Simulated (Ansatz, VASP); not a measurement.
SnO in VASP and in Ansatz

```
CELL_PARAMETERS angstrom
3.82016 0.00000 0.00000
0.00000 3.82016 0.00000
0.00000 0.00000 22.22608
ATOMIC_POSITIONS crystal
Sn 0.75000 0.25000 0.20246
Sn 0.25000 0.75000 0.30878
Sn 0.62500 0.25000 0.48875
Sn 0.12500 0.75000 0.59507
O 0.25000 0.25000 0.25562
O 0.75000 0.75000 0.25562
O 0.12500 0.25000 0.54191
O 0.62500 0.75000 0.54191
```

Alike in both runs: task single point; functional PBE; dispersion D3(BJ); k mesh 7 × 7 × 1; occupations gaussian, width 0.05 eV; no spin polarisation.

```csv
,VASP,Ansatz
version,VASP 6.6.1,Ansatz 0.2.0
potentials or method,"VASP PAW PBE potentials, release 64 (Sn_d, O), cutoff 520 eV","scalar-relativistic, plane waves, PAW"
valence electrons in the cell,80,80
```

Ansatz gave:

* gap on the k mesh at the Fermi level (eV): 2.57
* least direct gap on the mesh (eV): 2.59
* rms of the force components (eV/Å): 0.028

Question: Estimate VASP's values.

Answer: gap on the k mesh at the Fermi level (eV): 2.53; least direct gap on the mesh (eV): 2.55; rms of the force components (eV/Å): 0.059.
